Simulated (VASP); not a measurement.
# CaSe in VASP: notebook, part 2 of 3

VASP 6.6.1.

### Step 4. Single point, r2SCAN (in-plane strain +0.02, then relaxed in part)

File POSCAR:

```
CaSe
1.0
    3.0267275583      3.0267275583      0.0000000000
   -3.0267275583      3.0267275583      0.0000000000
    0.0000000000      3.0267275583      2.9482181131
Ca Se
1 1
Direct
    0.0000000000      0.0000000000      0.0000000000
    0.5000000000      0.5000000000      0.0000000000
```

File INCAR.step1:

```
PREC = Accurate
ENCUT = 520
ISMEAR = 0
SIGMA = 0.01
LREAL = F
LASPH = T
NELM = 60
NBANDS = 15
GGA = PE
ALGO = Normal
EDIFF = 1E-4
LWAVE = T
LCHARG = F
```

File INCAR.step2:

```
PREC = Accurate
ENCUT = 520
EDIFF = 1E-6
ISMEAR = 0
SIGMA = 0.01
LREAL = F
LASPH = T
NELM = 60
ALGO = Normal
ISIF = 2
LWAVE = F
LCHARG = F
METAGGA = R2SCAN
LMIXTAU = T
NBANDS = 15
ISTART = 1
```

File KPOINTS:

```
regular mesh
0
Gamma
  8 8 8
```

Potentials or basis: VASP PAW PBE potentials, release 64 (Ca_sv, Se).

Command:

```bash
cat potpaw_PBE.64/Ca_sv/POTCAR potpaw_PBE.64/Se/POTCAR > POTCAR
cp INCAR.step1 INCAR
mpirun -np 1 vasp_std > vasp.out
cp INCAR.step2 INCAR
mpirun -np 1 vasp_std > vasp.out
```

OUTCAR:

```text
PREC = Accurate
   ENCUT = 520
   EDIFF = 1E-6
   ISMEAR = 0
   LREAL = F
   LASPH = T
   NELM = 60
   ISIF = 2
   METAGGA = R2SCAN
   ISTART = 1

 ion  position               nearest neighbor table
   1  0.000  0.000  0.000-   2 2.95   2 2.95
   2  0.500  0.500  0.000-   1 2.95   1 2.95

  LATTYP: Found a body centered tetragonal cell.
 ALAT       =     4.2804391626
 C/A-ratio  =     1.3775306697

  Lattice vectors:

 A1 = (   3.0267275583,   0.0000000000,  -2.9482181131)
 A2 = (  -3.0267275583,   0.0000000000,  -2.9482181131)
 A3 = (   0.0000000000,   3.0267275583,   2.9482181131)

Analysis of symmetry for initial positions (statically):
=====================================================================
 Subroutine PRICEL returns:
 Original cell was already a primitive cell.

 Routine SETGRP: Setting up the symmetry group for a
 body centered tetragonal supercell.

 Subroutine GETGRP returns: Found 16 space group operations
 (whereof 16 operations were pure point group operations)
 out of a pool of 16 trial point group operations.

The static configuration has the point symmetry D_4h.

Analysis of symmetry for dynamics (positions and initial velocities):
=====================================================================
 Subroutine PRICEL returns:
 Original cell was already a primitive cell.

 Routine SETGRP: Setting up the symmetry group for a
 body centered tetragonal supercell.

 Subroutine GETGRP returns: Found 16 space group operations
 (whereof 16 operations were pure point group operations)
 out of a pool of 16 trial point group operations.

The dynamic configuration has the point symmetry D_4h.

 Subroutine INISYM returns: Found 16 space group operations
 (whereof 16 operations are pure point group operations),
 and found     1 'primitive' translations

----------------------------------------------------------------------------------------

                                     Primitive cell

  volume of cell :      54.0177

  direct lattice vectors                    reciprocal lattice vectors
     3.026727558  3.026727558  0.000000000     0.165194914  0.165194914 -0.169593965
    -3.026727558  3.026727558  0.000000000    -0.165194914  0.165194914 -0.169593965
     0.000000000  3.026727558  2.948218113     0.000000000  0.000000000  0.339187930

  length of vectors
     4.280439163  4.280439163  4.225289310     0.288688123  0.288688123  0.339187930

  position of ions in fractional coordinates (direct lattice)
     0.000000000  0.000000000  0.000000000
     0.500000000  0.500000000  0.000000000

  ion indices of the primitive-cell ions
   primitive index   ion index
                 1           1
                 2           2

----------------------------------------------------------------------------------------

 KPOINTS: regular mesh

Automatic generation of k-mesh.
 Grid dimensions read from file:
 generate k-points for:    8    8    8

 Generating k-lattice:

  Cartesian coordinates                     Fractional coordinates (reciprocal lattice)
     0.020649364  0.020649364 -0.021199246     0.125000000  0.000000000  0.000000000
    -0.020649364  0.020649364 -0.021199246     0.000000000  0.125000000  0.000000000
     0.000000000  0.000000000  0.042398491     0.000000000  0.000000000  0.125000000
[... 40 lines left out ...]
   number of dos      NEDOS =    301   number of ions     NIONS =      2
   total plane-waves  NPLWV =  32768
   dimension x,y,z NGX =    32 NGY =   32 NGZ =   32
   dimension x,y,z NGXF=    64 NGYF=   64 NGZF=   64
   ions per type =               1   1
   NGX,Y,Z   is equivalent  to a cutoff of  12.43, 12.43, 12.59 a.u.
   NGXF,Y,Z  is equivalent  to a cutoff of  24.86, 24.86, 25.18 a.u.
 SYSTEM =  unknown system
   PREC   = accura    normal or accurate (medium, high low for compatibility)
   ISTART =      1    job   : 0-new  1-cont  2-samecut
   ICHARG =      0    charge: 1-file 2-atom 10-const
   ISPIN  =      1    spin polarized calculation?
   LNONCOLLINEAR =      F non collinear calculations
   LSORBIT =      F    spin-orbit coupling
   LASPH  =      T    aspherical Exc in radial PAW
   ENCUT  =  520.0 eV  38.22 Ry    6.18 a.u.   7.96  7.96  7.86*2*pi/ulx,y,z
   NELM   =     60;   NELMIN=  2; NELMDL=  0     # of ELM steps
   EDIFF  = 0.1E-05   stopping-criterion for ELM
   LREAL  =      F    real-space projection
   EDIFFG = 0.1E-04   stopping-criterion for IOM
   NSW    =      0    number of steps for IOM
   IBRION =     -1    ionic relax: 0-MD 1-quasi-New 2-CG
   NFREE  =      0    steps in history (QN), initial steepest desc. (CG)
   ISIF   =      2    stress and relaxation
   ISYM   =      2    0-nonsym 1-usesym 2-fastsym
   POTIM  = 0.5000    time-step for ionic-motion
   TEBEG  =    0.0;   TEEND  =   0.0 temperature during run
   PSTRESS=    0.0 pullay stress
   NELECT =      16.0000    total number of electrons
   NUPDOWN=      -1.0000    fix difference up-down
   EMIN   =  10.00;   EMAX   =-10.00  energy-range for DOS
   EFERMI =   0.00;   METHOD = LEGACY
   ISMEAR =     0;   SIGMA  =   0.01  broadening in eV -4-tet -1-fermi 0-gaus
   EFERMI_NEDOS =   21; number of points for ismear=-14 and -15
   IALGO  =     38    algorithm
   IMIX   =      4    mixing-type and parameters
     AMIX     =   0.40;   BMIX     =  1.00
     AMIX_MAG =   1.60;   BMIX_MAG =  1.00
  volume/ion in A,a.u.               =      27.01       182.26
  Fermi-wavevector in a.u.,A,eV,Ry     =   1.091280  2.062220 16.203060  1.190891
  Thomas-Fermi vector in A             =   2.227522
   LORBIT       =      0    0 simple, 1 ext, 2 COOP (PROOUT), +10 PAW based schemes
   METAGGA = R2SCAN    functional components
   LHFCALC =     F    Hartree Fock is set to
   AEXX    =    0.0000 exact exchange contribution
   IVDW    =     0    specifies the selected vdW correction
   LEPSILON=     F    determine dielectric tensor
   LRPA    =     F    only Hartree local field effects (RPA)
 non-spin polarized calculation
 Gauss-broadening in eV      SIGMA  =   0.01
  energy-cutoff  :      520.00
  volume of cell :       54.02
 maximum number of plane-waves:      1482
   NGX = 15   NGY = 15   NGZ = 15

 number of electron      16.0000000 magnetization

 Free energy of the ion-electron system (eV)
  ---------------------------------------------------
  ext. energy  EPLUGINS =         0.00000000
  ---------------------------------------------------
  free energy    TOTEN  =       -25.96617162 eV

  energy without entropy =      -25.96617162  energy(sigma->0) =      -25.96617162

 E-fermi :   1.9445     XC(G=0):  -9.3879

 val. band max:        1.8970691278   @ k =   0.0000   0.0000   0.0000
 cond. band min:       4.4727242258   @ k =   0.0000   0.0000   0.5000
 fundamental gap:      2.5756550980
 Fermi energy:         1.9444562525

 k-point     1 :       0.0000    0.0000    0.0000
  band No.  band energies     occupation
      1     -39.5381      2.00000
      2     -19.6446      2.00000
      3     -19.6446      2.00000
      4     -19.6357      2.00000
      5     -10.1539      2.00000
      6       1.8918      2.00000
      7       1.8918      2.00000
      8       1.8971      2.00000
      9       5.7512      0.00000
     10       6.0775      0.00000
     11       6.0775      0.00000
     12       6.2433      0.00000
     13       6.6476      0.00000
     14       6.7713      0.00000
[... 401 lines left out ...]
      2     -19.6995      2.00000
      3     -19.6507      2.00000
      4     -19.6485      2.00000
      5      -9.7433      2.00000
      6      -0.3227      2.00000
      7       1.0042      2.00000
      8       1.0417      2.00000
      9       6.4291      0.00000
     10       6.8719      0.00000
     11       7.5555      0.00000
     12       7.6290      0.00000
     13       8.5565      0.00000
     14       8.9543      0.00000
     15      11.6944      0.00000

 [... further k-points ...]

------------------------ aborting loop because EDIFF is reached ----------------------------------------

  FORCE on cell =-STRESS in cart. coord.  units (eV):
  Direction    XX          YY          ZZ          XY          YZ          ZX
  --------------------------------------------------------------------------------------
  -------------------------------------------------------------------------------------
  Total       -0.7046226     -0.7046226      0.0751493      0.0000000      0.0000000      0.0000000
  in kB      -20.8992576    -20.8992576      2.2289454      0.0000000      0.0000000      0.0000000
  external PRESSURE =     -13.1898566 kB  Pullay stress =       0.0000000 kB

 VOLUME and BASIS-vectors are now :
 -----------------------------------------------------------------------------
  energy-cutoff  :      520.00
  volume of cell :       54.02
      direct lattice vectors                 reciprocal lattice vectors
     3.026727558  3.026727558  0.000000000     0.165194914  0.165194914 -0.169593965
    -3.026727558  3.026727558  0.000000000    -0.165194914  0.165194914 -0.169593965
     0.000000000  3.026727558  2.948218113     0.000000000  0.000000000  0.339187930

 POSITION                                       TOTAL-FORCE (eV/Angst)
 -----------------------------------------------------------------------------------
      0.00000      0.00000      0.00000         0.000000     -0.000000      0.000000
      0.00000      3.02673      0.00000        -0.000000      0.000000      0.000000
 -----------------------------------------------------------------------------------
    total drift:                                0.000000     -0.000000     -0.000000

  FREE ENERGIE OF THE ION-ELECTRON SYSTEM (eV)
  ---------------------------------------------------
  free  energy   TOTEN  =       -25.9661716162 eV

  energy  without entropy=      -25.9661716162  energy(sigma->0) =      -25.96617162
```

OSZICAR.step1:

```text
N       E                     dE             d eps       ncg     rms          rms(c)
DAV:   1     0.106985554328E+03    0.10699E+03   -0.74497E+03  1770   0.979E+02
DAV:   2    -0.487181102705E+01   -0.11186E+03   -0.10645E+03  2239   0.242E+02
DAV:   3    -0.938988885578E+01   -0.45181E+01   -0.44816E+01  2414   0.463E+01
DAV:   4    -0.962617727058E+01   -0.23629E+00   -0.23618E+00  2482   0.873E+00
DAV:   5    -0.962752806666E+01   -0.13508E-02   -0.13508E-02  2369   0.741E-01    0.427E+00
DAV:   6    -0.947916612656E+01    0.14836E+00   -0.20395E-01  2064   0.235E+00    0.252E+00
DAV:   7    -0.947276142614E+01    0.64047E-02   -0.10149E-01  2267   0.198E+00    0.834E-01
DAV:   8    -0.947714366370E+01   -0.43822E-02   -0.12913E-02  1840   0.854E-01    0.122E-01
DAV:   9    -0.947723698873E+01   -0.93325E-04   -0.70567E-04  2320   0.256E-01
   1 F= -.94772370E+01 E0= -.94772370E+01  d E =-.489548E-33
```

Run time: 68 s. Hardware: 1 thread of Intel Xeon 6975P-C (Granite Rapids), shared host; peak memory 0.21 GiB.

Results:

```
Free energy            : -25.9662 eV
Pressure               : -1.3 GPa
Band gap on the k mesh : 2.58 eV (least direct gap 3.44 eV)
```

Stress tensor (GPa, compression positive):
```
-2.09  0.00  0.00
 0.00 -2.09  0.00
 0.00  0.00  0.22
```

Caveat: the cell differs from its parent crystal (in-plane strain +0.02, then relaxed in part); the PAW data sets were made with another functional, which shifts forces and pressure a little. A k mesh can miss the band edges.

### Step 5. Single point, r2SCAN

This run uses another cell than the first one, of 26.13 Å³/atom.

File POSCAR:

```
CaSe
1.0
    2.9673799591      2.9673799591      0.0000000000
   -2.9673799591      2.9673799591      0.0000000000
    0.0000000000      2.9673799591      2.9673799591
Ca Se
1 1
Direct
    0.0000000000      0.0000000000      0.0000000000
    0.5000000000      0.5000000000      0.0000000000
```

File INCAR.step1:

```
SYSTEM = CaSe
ALGO = Normal
EDIFF = 1E-4
ENCUT = 520
GGA = PE
ISMEAR = -1
LASPH = .TRUE.
LCHARG = .FALSE.
LREAL = .FALSE.
LWAVE = .TRUE.
NBANDS = 15
NELM = 80
PREC = Accurate
SIGMA = 0.05
```

File INCAR.step2:

```
SYSTEM = CaSe
ALGO = Normal
EDIFF = 1E-6
ENCUT = 520
ISIF = 2
ISMEAR = -1
ISTART = 1
LASPH = .TRUE.
LCHARG = .FALSE.
LMIXTAU = .TRUE.
LREAL = .FALSE.
LWAVE = .FALSE.
METAGGA = R2SCAN
NBANDS = 15
NELM = 80
PREC = Accurate
SIGMA = 0.05
```

File KPOINTS:

```
k-points
0
G
  12 12 12
  0 0 0
```

Command:

```bash
cat potpaw_PBE.64/Ca_sv/POTCAR potpaw_PBE.64/Se/POTCAR > POTCAR
cp INCAR.step1 INCAR
mpirun -np 1 vasp_std > vasp.out
cp INCAR.step2 INCAR
mpirun -np 1 vasp_std > vasp.out
```

It took 61 s on 1 thread of Intel Xeon 6975P-C (Granite Rapids), shared host; peak memory 0.22 GiB.

Results (log left out):

- Free energy: -25.9791 eV
- Pressure: 0.3 GPa
- Band gap on the k mesh: 2.52 eV (least direct gap 3.46 eV)

Levels at points of the mesh, in eV from the valence-band top:
```
           k point  band 6  band 7  band 8  band 9  band 10  band 11
(0.00, 0.00, 0.00)    0.00    0.00    0.00    4.08     4.23     4.23
(0.50, 0.00, 0.00)   -3.24   -1.17   -1.17    5.10     6.07     6.09
(0.50, 0.50, 0.00)   -2.52   -0.94   -0.94    2.52     5.60     5.76
```

Caveat: the PAW data sets were made with another functional, which shifts forces and pressure a little.

(Continued in part 3 of 3.)
